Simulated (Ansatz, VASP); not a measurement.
This is a calculation of Se for Ansatz 0.2.0.

Contents of input.yaml:

```yaml
crystal:
  lattice:
    - [4.3662, 0.0, 0.0]
    - [-2.1831, 3.781240118, 0.0]
    - [0.0, 0.0, 4.9536]
  atoms:
    - { symbol: Se, position: [0.7746, 0.7746, 0.0] }
    - { symbol: Se, position: [0.0, 0.2254, 0.6666666667] }
    - { symbol: Se, position: [0.2254, 0.0, 0.3333333333] }
hamiltonian:
  xc: pbesol
  pseudopotentials: { kind: paw }
  dispersion: d4
kpoints:
  mp_grid: { grid: [7, 7, 6] }
scf:
  occupations: { method: fermi_dirac, width: 0.05 }
output:
  forces: true
  stress: true
  eigenvalues: true
relax:
  f_tol: 0.01
  max_steps: 40
  cell: { stress_tol: 0.05 }
```

Potentials or basis: Ansatz PAW.

Command:

```console
$ ansatz run input.yaml --threads 2 --pin off --max-ram 5632MiB --backend cpu --events-out ev --progress --plain --runs-dir out
```

Question: Translate it to VASP 6.6.1. Potentials there: VASP PAW PBE potentials, release 64 (Se).

Answer: As run (the cutoff follows the program's own potentials):

INCAR

```
  PREC = Accurate
  ENCUT = 600
  EDIFF = 1E-6
  ISMEAR = -1
  SIGMA = 0.05
  LREAL = False
  LASPH = True
  NELM = 80
  ALGO = Normal
  ISIF = 3
  LWAVE = False
  LCHARG = False
  GGA = PS
  IVDW = 13
  IBRION = 2
  NSW = 60
  EDIFFG = -0.01
```

File KPOINTS:

```
Automatic mesh
0
Gamma
  7 7 6
```

File POSCAR:

```
Se
1.0
    4.3662000000      0.0000000000      0.0000000000
   -2.1831000000      3.7812401180      0.0000000000
    0.0000000000      0.0000000000      4.9536000000
Se
3
Direct
    0.7746000000      0.7746000000      0.0000000000
    0.0000000000      0.2254000000      0.6666666667
    0.2254000000      0.0000000000      0.3333333333
```

Potentials or basis: VASP PAW PBE potentials, release 64 (Se).

Launch:

```bash
$ cat potpaw_PBE.64/Se/POTCAR > POTCAR
$ mpirun -np 1 vasp_std > vasp.out
```

Both were run:

|  | VASP | Ansatz | Ansatz less VASP |
| --- | --- | --- | --- |
| gap on the k mesh at the Fermi level, each at its own relaxed structure (eV) | 0.82 | 0.84 | +0.012 |
| relaxed volume (Å³/atom) | 22.84 | 22.87 | +0.030 |
| relaxed cell length with the largest relative difference (Å) | 3.922 | 3.926 | +0.0045 |

VASP's potentials were made for PBE, not for PBEsol. VASP's potentials hold 18 valence electrons a cell and Ansatz's 48, so a difference there can come from the potentials and not from the codes.

Noted on VASP's run: the volume moved by over 15 % at a fixed basis, so the end points are rough. Noted on Ansatz's run: the volume moved by over 15 % at a fixed basis, so the end points are rough; odd divisions of the mesh miss points on the zone boundary, where band edges often lie, so the gap on the mesh can be too wide; the plane-wave basis is chosen anew once the cell has moved, so the energies of steps on either side of that aren't comparable.
